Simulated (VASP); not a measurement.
**C: single point with PBE**

C:

```
CELL_PARAMETERS angstrom
0.01306 1.77538 1.77538
1.77538 0.01306 1.77538
1.77538 1.77538 0.01306
ATOMIC_POSITIONS crystal
C 0.00007 0.00007 0.00007
C 0.24993 0.24993 0.24993
```

This cell differs from its parent crystal: epitaxial 111 strain -1.0%.

```json
{
  "Program": "VASP 6.6.1",
  "Task": "single point",
  "Functional": "PBE",
  "Potentials or basis": "VASP PAW PBE potentials, release 64 (C)",
  "Cutoff": "520 eV",
  "k mesh": "12 × 12 × 12",
  "Occupations": "fermi-dirac, width 0.02 eV",
  "Spin": "no spin polarisation"
}
```

The pressure is 13.9 GPa, the largest force is 0.018 eV/Å and the band gap on the k mesh is 4.19 eV, indirect (least direct gap 5.42 eV).

Forces on the atoms (eV/Å):
```
C    0.010  0.010  0.010
C   -0.010 -0.010 -0.010
```

Stress tensor (GPa, compression positive):
```
13.92 -4.41 -4.41
-4.41 13.92 -4.41
-4.41 -4.41 13.92
```

Levels at points of the mesh, in eV from the valence-band top:
| k point | band 1 | band 2 | band 3 | band 4 | band 5 | band 6 | band 7 | band 8 |
| --- | --- | --- | --- | --- | --- | --- | --- | --- |
| (0.00, 0.00, 0.00) | -21.82 | -0.03 | 0.00 | 0.00 | 5.42 | 5.75 | 5.75 | 13.90 |
| (0.50, 0.00, 0.00) | -15.85 | -13.66 | -2.92 | -2.90 | 8.39 | 8.64 | 9.12 | 15.90 |
| (0.50, 0.50, 0.00) | -12.99 | -12.91 | -6.54 | -6.38 | 4.65 | 4.95 | 17.16 | 17.17 |
| (0.50, 0.50, 0.50) | -16.06 | -13.65 | -2.77 | -2.77 | 8.62 | 8.62 | 9.43 | 15.94 |

It took 18 s on 1 thread of Intel Xeon 6975P-C, on a shared host, peak memory 0.13 GiB.

Caveat: the cell differs from its parent crystal (epitaxial 111 strain -1.0%). A k mesh can miss the band edges.
